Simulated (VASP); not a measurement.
The system is SnO.

```
CELL_PARAMETERS angstrom
0.00000 2.55879 2.55879
2.55879 0.00000 2.55879
2.55879 2.55879 0.00000
ATOMIC_POSITIONS crystal
Sn 0.00000 0.00000 0.00000
O 0.50000 0.50000 0.50000
```

```yaml
Program: VASP 6.6.1
Task: relaxation of cell and atoms
Functional: LDA
Potentials_or_basis: VASP PAW LDA potentials, release 64 (Sn_d, O)
Cutoff: 600 eV
k_mesh: 8 × 8 × 8
Occupations: fermi-dirac, width 0.02 eV
Spin: no spin polarisation
```

At the start: pressure -7.3 GPa; volume 16.75 Å³/atom.

How do energy, volume and symmetry change on relaxing?

Over 3 steps the energy falls by 29.4 meV/atom and the volume is 15.55 Å³/atom (-7.2 %); space group Fm-3m (No. 225, to 0.1 Å) before and after.

Step by step:
| step | energy change (eV) | largest force (eV/Å) | pressure (GPa) | volume (Å³) |
| --- | --- | --- | --- | --- |
| 1 | 0.0000 | 0.0000 | -7.30 | 33.51 |
| 2 | -0.0427 | 0.0000 | 4.68 | 29.94 |
| 3 | -0.0587 | 0.0000 | -0.04 | 31.09 |

Final structure:
```yaml
crystal:
  lattice:
    - [0.00000, 2.49577, 2.49577]
    - [2.49577, 0.00000, 2.49577]
    - [2.49577, 2.49577, 0.00000]
  atoms:
    - { symbol: Sn, position: [0.00000, 0.00000, 0.00000] }
    - { symbol: O, position: [0.50000, 0.50000, 0.50000] }
```
